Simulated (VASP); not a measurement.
# LiNbO3: single point with PBE

The system is LiNbO3.

```
Li Nb O
1.0
     2.81318    1.62419    3.96284
    -2.81318    1.62419    3.96284
     0.00000   -3.24839    3.96284
Li Nb O
2 2 6
Direct
  0.25000 0.25000 0.25000
  0.75000 0.75000 0.75000
  0.00000 0.00000 0.00000
  0.50000 0.50000 0.50000
  0.14948 0.35052 0.75000
  0.75000 0.14948 0.35052
  0.35052 0.75000 0.14948
  0.85052 0.64948 0.25000
  0.25000 0.85052 0.64948
  0.64948 0.25000 0.85052
```

This cell differs from its parent crystal: atoms shifted along a free coordinate, c/a of the conventional cell at fixed volume 2.1130.

```
Program                : VASP 6.6.1
Task                   : single point
Functional             : PBE
Potentials or basis    : VASP PAW PBE potentials, release 64 (Li_sv, Nb_sv, O)
Cutoff                 : 520 eV
k mesh                 : 6 × 6 × 6
Occupations            : gaussian, width 0.05 eV
Spin                   : no spin polarisation
Dipole correction      : no
Further INCAR settings : ALGO = Normal; EDIFF = 1e-06; NBANDS = 45
```

- Largest force: 0.078 eV/Å
- Band gap on the k mesh: 1.64 eV (least direct gap 1.67 eV)

Forces in eV/Å, atoms in the order of the input:
```
Li   0.000  0.000  0.000
Li   0.000  0.000  0.000
Nb   0.000  0.000  0.000
Nb   0.000  0.000  0.000
O   -0.078  0.000  0.000
O    0.039 -0.068  0.000
O    0.039  0.068  0.000
O    0.078  0.000  0.000
O   -0.039  0.068  0.000
O   -0.039 -0.068  0.000
```

Levels at points of the mesh, in eV from the valence-band top:
| k point | band 32 | band 33 | band 34 | band 35 | band 36 | band 37 |
| --- | --- | --- | --- | --- | --- | --- |
| (0.00, 0.00, 0.00) | -0.08 | -0.08 | -0.03 | 1.64 | 2.27 | 2.27 |
| (0.50, 0.00, 0.00) | -0.24 | -0.13 | -0.13 | 3.61 | 3.61 | 3.98 |
| (0.50, 0.50, 0.00) | -0.83 | -0.37 | 0.00 | 1.99 | 3.35 | 3.71 |
| (0.50, 0.50, 0.50) | -0.83 | -0.68 | -0.68 | 3.07 | 3.07 | 4.15 |

Run time: 93 s on 1 thread of Intel(R) Xeon(R) 6975P-C (Granite Rapids), with other jobs on the host, peak memory 0.31 GiB.

 A k mesh can miss the band edges.
